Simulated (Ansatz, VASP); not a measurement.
## SnSe in VASP and in Ansatz

Contents of POSCAR:

```
SnSe
1.0
    4.3137078980      0.0000000000      0.0000000000
    0.0000000000      4.3137078980      0.0000000000
    0.0000000000      0.0000000000     11.0634802918
Sn Se
2 2
Direct
    0.0000000000      0.5000000000      0.6277708900
    0.5000000000      0.0000000000      0.3722291100
    0.0000000000      0.5000000000      0.3839605100
    0.5000000000      0.0000000000      0.6160394900
```

The input INCAR.step1:

```
SYSTEM = SnSe
PREC = Accurate
ENCUT = 520
ISMEAR = -1
SIGMA = 0.05
LREAL = .FALSE.
LASPH = .TRUE.
NELM = 80
NBANDS = 28
GGA = PE
ALGO = Normal
EDIFF = 1E-4
LWAVE = .TRUE.
LCHARG = .FALSE.
```

The input INCAR.step2:

```
SYSTEM = SnSe
PREC = Accurate
ENCUT = 520
EDIFF = 1E-6
ISMEAR = -1
SIGMA = 0.05
LREAL = .FALSE.
LASPH = .TRUE.
NELM = 80
ALGO = Normal
ISIF = 2
LWAVE = .FALSE.
LCHARG = .FALSE.
METAGGA = R2SCAN
LMIXTAU = .TRUE.
NBANDS = 28
ISTART = 1
```

The input KPOINTS:

```
Automatic mesh
0
G
  6 6 3
  0 0 0
```

The input input.yaml:

```yaml
crystal:
  lattice:
    - [4.313707898, 0.0, 0.0]
    - [0.0, 4.313707898, 0.0]
    - [0.0, 0.0, 11.0634802918]
  atoms:
    - { symbol: Sn, position: [0.0, 0.5, 0.62777089] }
    - { symbol: Sn, position: [0.5, 0.0, 0.37222911] }
    - { symbol: Se, position: [0.0, 0.5, 0.38396051] }
    - { symbol: Se, position: [0.5, 0.0, 0.61603949] }
hamiltonian:
  xc: r2scan
  pseudopotentials: { kind: paw }
kpoints:
  mp_grid: { grid: [6, 6, 3] }
scf:
  occupations: { method: fermi_dirac, width: 0.05 }
output:
  forces: true
  stress: true
  eigenvalues: true
  write_density: true
  write_potential: true
  elf: true
  volumetric_format: npy
```

Alike in both runs: task single point; functional r2SCAN; k mesh 6 × 6 × 3; occupations fermi-dirac, width 0.05 eV; no spin polarisation.

|  | VASP | Ansatz |
| --- | --- | --- |
| version | VASP 6.6.1 | Ansatz 0.2.0 |
| potentials or method | VASP PAW PBE potentials, release 64 (Sn_d, Se) | Ansatz PAW |
| plane-wave cutoff (eV) | 520 | 500 |
| valence electrons in the cell | 40 | 60 |

```csv
,VASP,Ansatz,Ansatz less VASP
gap on the k mesh at the Fermi level (eV),1.79,1.80,+0.005
least direct gap on the mesh (eV),1.79,1.80,+0.005
rms of the force components (eV/Å),0.066,0.073,+0.0070
```

VASP's potentials were made for PBE, not for r2SCAN. Atom by atom the forces differ by 0.007 eV/Å (rms over components). VASP's potentials hold 40 valence electrons a cell and Ansatz's 60, so a difference there can come from the potentials and not from the codes.

Noted on Ansatz's run: odd divisions of the mesh miss points on the zone boundary, where band edges often lie, so the gap on the mesh can be too wide.
